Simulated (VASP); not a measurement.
# Re (P6_3/mmc) in VASP: a series of runs, part 2 of 2

VASP 6.6.1. The steps go on from the part before.

**5. Single point, PBEsol**

This run uses another cell than the first one, of 14.71 Å³/atom, 1.136 times its volume.

The input, INCAR:

```
PREC = Accurate
ENCUT = 520
EDIFF = 1E-7
ISMEAR = -1
SIGMA = 0.02
LREAL = F
LASPH = T
NELM = 60
ALGO = Normal
ISIF = 2
LWAVE = F
LCHARG = F
GGA = PS
NBANDS = 14
```

The input, KPOINTS:

```
Automatic mesh
0
Gamma
  12 12 7
```

The input, POSCAR:

```
Re
1.0
    2.7608000000      0.0000000000      0.0000000000
   -1.3804000000      2.3909230000      0.0000000000
    0.0000000000      0.0000000000      4.4582000000
Re
2
Direct
    0.3333333333      0.6666666667      0.2500000000
    0.6666666667      0.3333333333      0.7500000000
```

Potentials or basis: VASP PAW PBE potentials, release 64 (Re).

On the command line:

```sh
$ cat potpaw_PBE.64/Re/POTCAR > POTCAR
$ mpirun -np 1 vasp_std > vasp.out
```

OUTCAR:

```text
PREC = Accurate
   ENCUT = 520
   EDIFF = 1E-7
   ISMEAR = -1
   LREAL = F
   LASPH = T
   NELM = 60
   ISIF = 2
   GGA = PS

 ion  position               nearest neighbor table
   1  0.333  0.667  0.250-   2 2.74   2 2.74   2 2.74   2 2.74   2 2.74   2 2.74
   2  0.667  0.333  0.750-   1 2.74   1 2.74   1 2.74   1 2.74   1 2.74   1 2.74

  LATTYP: Found a hexagonal cell.
 ALAT       =     2.7608000000
 C/A-ratio  =     1.6148217908

  Lattice vectors:

 A1 = (   2.7608000000,   0.0000000000,   0.0000000000)
[... 586 lines left out ...]
      8       9.8253      0.00000
      9       9.8401      0.00000
     10      10.1332      0.00000
     11      11.8183      0.00000
     12      15.7044      0.00000
     13      18.3888      0.00000
     14      21.1282      0.00000

 [... further k-points ...]
[... 5 lines left out ...]
  --------------------------------------------------------------------------------------
  -------------------------------------------------------------------------------------
  Total       -0.8237981     -0.8237982     -0.6891893      0.0000000      0.0000000      0.0000000
  in kB      -44.8509134    -44.8509158    -37.5222640      0.0000000      0.0000000      0.0000000
  external PRESSURE =     -42.4080311 kB  Pullay stress =       0.0000000 kB

 VOLUME and BASIS-vectors are now :
 -----------------------------------------------------------------------------
  energy-cutoff  :      520.00
  volume of cell :       29.43
      direct lattice vectors                 reciprocal lattice vectors
     2.760800000  0.000000000  0.000000000     0.362213851  0.209124259  0.000000000
    -1.380400000  2.390923000  0.000000000     0.000000000  0.418248517  0.000000000
     0.000000000  0.000000000  4.458200000     0.000000000  0.000000000  0.224305774

 POSITION                                       TOTAL-FORCE (eV/Angst)
 -----------------------------------------------------------------------------------
     -0.00000      1.59395      1.11455        -0.000000     -0.000000      0.000000
      1.38040      0.79697      3.34365         0.000000      0.000000      0.000000
 -----------------------------------------------------------------------------------
    total drift:                               -0.000000      0.000000     -0.000000

  FREE ENERGIE OF THE ION-ELECTRON SYSTEM (eV)
  ---------------------------------------------------
  free  energy   TOTEN  =       -26.7363174124 eV

  energy  without entropy=      -26.7345659770  energy(sigma->0) =      -26.73544169
```

Run time: 20 s. Hardware: 1 thread of Intel Xeon 6975P-C, shared host; peak memory 0.17 GiB.

Results:

```
Free energy            : -26.7363 eV
Pressure               : -4.2 GPa
Band gap on the k mesh : zero (band 7 reaches 9.08 eV, above the bottom of band 8 at 6.13 eV)
```

Levels at points of the mesh, in eV from the Fermi level:
| k point | band 3 | band 4 | band 5 | band 6 | band 7 | band 8 | band 9 | band 10 | band 11 | band 12 |
| --- | --- | --- | --- | --- | --- | --- | --- | --- | --- | --- |
| (0.00, 0.00, 0.00) | -1.60 | -1.60 | -1.60 | -0.76 | -0.76 | 0.17 | 0.17 | 0.60 | 3.35 | 3.35 |
| (0.50, 0.00, 0.00) | -5.27 | -1.96 | -1.76 | -1.39 | -0.62 | 3.96 | 4.36 | 4.49 | 6.05 | 7.05 |

Caveat: the PAW data sets were made with another functional, which shifts forces and pressure a little; spin-orbit coupling is left out, which moves the levels of the heavy elements.

**6. Single point, PBEsol**

This run uses another cell than the first one, of 15.30 Å³/atom, 1.182 times its volume.

The input, INCAR:

```
SYSTEM = Re
PREC = Accurate
ENCUT = 520
EDIFF = 1E-6
ISMEAR = -1
SIGMA = 0.02
LREAL = .FALSE.
LASPH = .TRUE.
NELM = 100
ALGO = Normal
ISIF = 2
LWAVE = .FALSE.
LCHARG = .FALSE.
GGA = PS
NBANDS = 14
```

The input, KPOINTS:

```
Automatic mesh
0
G
  12 12 7
  0 0 0
```

The input, POSCAR:

```
Re
1.0
    2.7971304821      0.0000000000      0.0000000000
   -1.3985652410      2.4223861213      0.0000000000
    0.0000000000      0.0000000000      4.5168672541
Re
2
Direct
    0.3333333333      0.6666666667      0.2500000000
    0.6666666667      0.3333333333      0.7500000000
```

Potentials or basis: VASP PAW PBE potentials, release 64 (Re).

On the command line:

```sh
$ cat potpaw_PBE.64/Re/POTCAR > POTCAR
$ mpirun -np 1 vasp_std > vasp.out
```

OUTCAR:

```text
SYSTEM = Re
   PREC = Accurate
   ENCUT = 520
   EDIFF = 1E-6
   ISMEAR = -1
   LREAL = .FALSE.
   LASPH = .TRUE.
   NELM = 100
   ISIF = 2
   GGA = PS

 ion  position               nearest neighbor table
   1  0.333  0.667  0.250-   2 2.78   2 2.78   2 2.78   2 2.78   2 2.78   2 2.78
   2  0.667  0.333  0.750-   1 2.78   1 2.78   1 2.78   1 2.78   1 2.78   1 2.78

  LATTYP: Found a hexagonal cell.
 ALAT       =     2.7971304821
 C/A-ratio  =     1.6148217908

  Lattice vectors:

 A1 = (   2.7971304821,   0.0000000000,   0.0000000000)
 A2 = (  -1.3985652410,   2.4223861213,   0.0000000000)
 A3 = (   0.0000000000,   0.0000000000,   4.5168672541)

Analysis of symmetry for initial positions (statically):
=====================================================================
 Subroutine PRICEL returns:
 Original cell was already a primitive cell.

 Routine SETGRP: Setting up the symmetry group for a
 hexagonal supercell.

 Subroutine GETGRP returns: Found 24 space group operations
 (whereof 12 operations were pure point group operations)
 out of a pool of 24 trial point group operations.

The static configuration has the point symmetry D_3d.
 The point group associated with its full space group is D_6h.

Analysis of symmetry for dynamics (positions and initial velocities):
=====================================================================
 Subroutine PRICEL returns:
 Original cell was already a primitive cell.

 Routine SETGRP: Setting up the symmetry group for a
 hexagonal supercell.

 Subroutine GETGRP returns: Found 24 space group operations
 (whereof 12 operations were pure point group operations)
 out of a pool of 24 trial point group operations.

The dynamic configuration has the point symmetry D_3d.
 The point group associated with its full space group is D_6h.

 Subroutine INISYM returns: Found 24 space group operations
 (whereof 12 operations are pure point group operations),
 and found     1 'primitive' translations

----------------------------------------------------------------------------------------

                                     Primitive cell

  volume of cell :      30.6051

  direct lattice vectors                    reciprocal lattice vectors
     2.797130482  0.000000000  0.000000000     0.357509243  0.206408052  0.000000000
    -1.398565241  2.422386121  0.000000000     0.000000000  0.412816104  0.000000000
     0.000000000  0.000000000  4.516867254     0.000000000  0.000000000  0.221392382

  length of vectors
     2.797130482  2.797130539  4.516867254     0.412816112  0.412816104  0.221392382

  position of ions in fractional coordinates (direct lattice)
     0.333333333  0.666666667  0.250000000
     0.666666667  0.333333333  0.750000000

  ion indices of the primitive-cell ions
   primitive index   ion index
                 1           1
                 2           2

----------------------------------------------------------------------------------------

 KPOINTS: Automatic mesh

Automatic generation of k-mesh.
 Grid dimensions read from file:
 generate k-points for:   12   12    7

 Generating k-lattice:

  Cartesian coordinates                     Fractional coordinates (reciprocal lattice)
     0.029792437  0.017200671  0.000000000     0.083333333 -0.000000000  0.000000000
     0.000000000  0.034401342  0.000000000     0.000000000  0.083333333  0.000000000
     0.000000000  0.000000000  0.031627483     0.000000000  0.000000000  0.142857143

  Length of vectors
     0.034401343  0.034401342  0.031627483

  Shift w.r.t. Gamma in fractional coordinates (k-lattice)
     0.000000000  0.000000000  0.000000000

 Subroutine IBZKPT returns following result:
 ===========================================

 Found     76 irreducible k-points:

 Following reciprocal coordinates:
            Coordinates               Weight
  0.000000  0.000000  0.000000      1.000000
  0.083333 -0.000000  0.000000      6.000000
  0.166667  0.000000  0.000000      6.000000
  0.250000 -0.000000  0.000000      6.000000
  0.333333 -0.000000  0.000000      6.000000
  0.416667 -0.000000  0.000000      6.000000
[... 16 lines left out ...]
  0.250000 -0.000000  0.142857     12.000000
  0.333333 -0.000000  0.142857     12.000000
 [... further k-points ...]
   k-points           NKPTS =     76   k-points in BZ     NKDIM =     76   number of bands    NBANDS=     14
   number of dos      NEDOS =    301   number of ions     NIONS =      2
   total plane-waves  NPLWV =  20736
   dimension x,y,z NGX =    24 NGY =   24 NGZ =   36
   dimension x,y,z NGXF=    48 NGYF=   48 NGZF=   72
   ions per type =               2
   NGX,Y,Z   is equivalent  to a cutoff of  14.26, 14.26, 13.25 a.u.
   NGXF,Y,Z  is equivalent  to a cutoff of  28.53, 28.53, 26.50 a.u.
 SYSTEM =  Re
   PREC   = accura    normal or accurate (medium, high low for compatibility)
   ISTART =      0    job   : 0-new  1-cont  2-samecut
   ICHARG =      2    charge: 1-file 2-atom 10-const
   ISPIN  =      1    spin polarized calculation?
   LNONCOLLINEAR =      F non collinear calculations
   LSORBIT =      F    spin-orbit coupling
   LASPH  =      T    aspherical Exc in radial PAW
   ENCUT  =  520.0 eV  38.22 Ry    6.18 a.u.   5.20  5.20  8.40*2*pi/ulx,y,z
   NELM   =    100;   NELMIN=  2; NELMDL= -5     # of ELM steps
   EDIFF  = 0.1E-05   stopping-criterion for ELM
   LREAL  =      F    real-space projection
   EDIFFG = 0.1E-04   stopping-criterion for IOM
   NSW    =      0    number of steps for IOM
   IBRION =     -1    ionic relax: 0-MD 1-quasi-New 2-CG
   NFREE  =      0    steps in history (QN), initial steepest desc. (CG)
   ISIF   =      2    stress and relaxation
   ISYM   =      2    0-nonsym 1-usesym 2-fastsym
   POTIM  = 0.5000    time-step for ionic-motion
   TEBEG  =    0.0;   TEEND  =   0.0 temperature during run
   PSTRESS=    0.0 pullay stress
   NELECT =      14.0000    total number of electrons
   NUPDOWN=      -1.0000    fix difference up-down
   EMIN   =  10.00;   EMAX   =-10.00  energy-range for DOS
   EFERMI =   0.00;   METHOD = LEGACY
   ISMEAR =    -1;   SIGMA  =   0.02  broadening in eV -4-tet -1-fermi 0-gaus
   EFERMI_NEDOS =   21; number of points for ismear=-14 and -15
   IALGO  =     38    algorithm
   IMIX   =      4    mixing-type and parameters
     AMIX     =   0.40;   BMIX     =  1.00
     AMIX_MAG =   1.60;   BMIX_MAG =  1.00
  volume/ion in A,a.u.               =      15.30       103.27
  Fermi-wavevector in a.u.,A,eV,Ry     =   1.261401  2.383702 21.648658  1.591131
  Thomas-Fermi vector in A             =   2.394862
   LORBIT       =      0    0 simple, 1 ext, 2 COOP (PROOUT), +10 PAW based schemes
   GGA     = PS    functional components
   LHFCALC =     F    Hartree Fock is set to
   AEXX    =    0.0000 exact exchange contribution
   IVDW    =     0    specifies the selected vdW correction
   LEPSILON=     F    determine dielectric tensor
   LRPA    =     F    only Hartree local field effects (RPA)
 non-spin polarized calculation
  energy-cutoff  :      520.00
  volume of cell :       30.61
 maximum number of plane-waves:       838
 NGX is ok and might be reduce to    24
   NGX = 11   NGY = 11   NGZ = 17

 number of electron      14.0000000 magnetization

 Free energy of the ion-electron system (eV)
  ---------------------------------------------------
  ext. energy  EPLUGINS =         0.00000000
  ---------------------------------------------------
  free energy    TOTEN  =       -26.65382581 eV

  energy without entropy =      -26.65198989  energy(sigma->0) =      -26.65290785

 E-fermi :   7.2502     XC(G=0): -13.6060

 val. band max:        7.2306085316   @ k =   0.5000  -0.0000   0.1429
 cond. band min:       7.2879082595   @ k =   0.3333   0.0833   0.4286
 fundamental gap:      0.0572997279
 Fermi energy:         7.2501754020

 k-point     1 :       0.0000    0.0000    0.0000
  band No.  band energies     occupation
      1      -2.3854      2.00000
      2       0.8838      2.00000
      3       5.7541      2.00000
      4       5.7541      2.00000
      5       5.7552      2.00000
      6       6.5413      2.00000
      7       6.5413      2.00000
      8       7.4247      0.00033
      9       7.4247      0.00033
     10       7.7816      0.00000
     11      10.4330      0.00000
     12      10.4330      0.00000
     13      16.7209      0.00000
     14      21.3543      0.00000
[... 377 lines left out ...]
      1       0.7839      2.00000
      2       2.1635      2.00000
      3       3.1590      2.00000
      4       4.3851      2.00000
      5       5.7441      2.00000
      6       5.9546      2.00000
      7       6.5707      2.00000
      8       9.2357      0.00000
      9       9.2582      0.00000
     10       9.5244      0.00000
     11      11.1007      0.00000
     12      14.8210      0.00000
     13      17.4788      0.00000
     14      20.0694      0.00000

 [... further k-points ...]
[... 5 lines left out ...]
  --------------------------------------------------------------------------------------
  -------------------------------------------------------------------------------------
  Total       -3.4758043     -3.4758044     -3.3471964     -0.0000000     -0.0000000      0.0000000
  in kB     -181.9585511   -181.9585610   -175.2259202     -0.0000000     -0.0000000      0.0000000
  external PRESSURE =    -179.7143441 kB  Pullay stress =       0.0000000 kB

 VOLUME and BASIS-vectors are now :
 -----------------------------------------------------------------------------
  energy-cutoff  :      520.00
  volume of cell :       30.61
      direct lattice vectors                 reciprocal lattice vectors
     2.797130482  0.000000000  0.000000000     0.357509243  0.206408052  0.000000000
    -1.398565241  2.422386121  0.000000000     0.000000000  0.412816104  0.000000000
     0.000000000  0.000000000  4.516867254     0.000000000  0.000000000  0.221392382

 POSITION                                       TOTAL-FORCE (eV/Angst)
 -----------------------------------------------------------------------------------
     -0.00000      1.61492      1.12922         0.000000      0.000000      0.000000
      1.39857      0.80746      3.38765        -0.000000      0.000000      0.000000
 -----------------------------------------------------------------------------------
    total drift:                               -0.000000      0.000000     -0.000000

  FREE ENERGIE OF THE ION-ELECTRON SYSTEM (eV)
  ---------------------------------------------------
  free  energy   TOTEN  =       -26.6538258078 eV

  energy  without entropy=      -26.6519898948  energy(sigma->0) =      -26.65290785
```

OSZICAR:

```text
N       E                     dE             d eps       ncg     rms          rms(c)
DAV:   1     0.173277348856E+02    0.17328E+02   -0.67913E+03  4248   0.123E+03
DAV:   2    -0.271923468530E+02   -0.44520E+02   -0.39413E+02  3482   0.273E+02
DAV:   3    -0.282539760822E+02   -0.10616E+01   -0.10283E+01  3316   0.433E+01
DAV:   4    -0.282641885208E+02   -0.10212E-01   -0.10197E-01  3304   0.309E+00
DAV:   5    -0.282643820169E+02   -0.19350E-03   -0.19345E-03  3306   0.694E-01    0.413E+01
DAV:   6    -0.270332766021E+02    0.12311E+01   -0.10789E+00  3718   0.282E+01    0.157E+01
DAV:   7    -0.266692588058E+02    0.36402E+00   -0.61340E-01  3752   0.207E+01    0.687E-01
DAV:   8    -0.266545220197E+02    0.14737E-01   -0.10019E-02  3860   0.125E+00    0.259E-01
DAV:   9    -0.266538216545E+02    0.70037E-03   -0.36970E-04  3690   0.182E-01    0.378E-02
DAV:  10    -0.266538251524E+02   -0.34979E-05   -0.42407E-05  3418   0.620E-02    0.154E-02
DAV:  11    -0.266538261530E+02   -0.10007E-05   -0.30965E-07  2046   0.248E-02    0.228E-03
DAV:  12    -0.266538258078E+02    0.34521E-06   -0.37453E-07  1704   0.120E-02
   1 F= -.26653826E+02 E0= -.26652908E+02  d E =-.183591E-02
```

Wall time 20 s (1 thread of Intel Xeon 6975P-C, shared host); peak memory 0.17 GiB.

Results:

* Free energy: -26.6538 eV
* Pressure: -18.0 GPa
* Band gap on the k mesh: zero (band 7 reaches 8.50 eV, above the bottom of band 8 at 5.75 eV)

Caveat: the PAW data sets were made with another functional, which shifts forces and pressure a little; spin-orbit coupling is left out, which moves the levels of the heavy elements.

**7. The runs side by side**

```tsv
cell	gap on the mesh (eV)	pressure (GPa)
a = 2.646, b = 2.646, c = 4.272 Å, angles 90.0, 90.0, 120.0°, 2 atoms	none	61.1
a = 2.685, b = 2.685, c = 4.336 Å, angles 90.0, 90.0, 120.0°, 2 atoms	none	34.4
a = 2.723, b = 2.723, c = 4.398 Å, angles 90.0, 90.0, 120.0°, 2 atoms	none	12.9
a = 2.761, b = 2.761, c = 4.458 Å, angles 90.0, 90.0, 120.0°, 2 atoms	none	-4.2
a = 2.797, b = 2.797, c = 4.517 Å, angles 90.0, 90.0, 120.0°, 2 atoms	none	-18.0
```

Alike in all rows: task single point; level PBEsol; potentials or basis VASP PAW PBE potentials, release 64 (Re); no spin polarisation; k mesh 12 × 12 × 7; cutoff (eV) 520; smearing fermi-dirac 0.02 eV.

Caveats: the PAW data sets were made with another functional, which shifts forces and pressure a little; spin-orbit coupling is left out, which moves the levels of the heavy elements.

Total energies depend on the potentials used, so only differences within one code and one set of settings carry meaning.
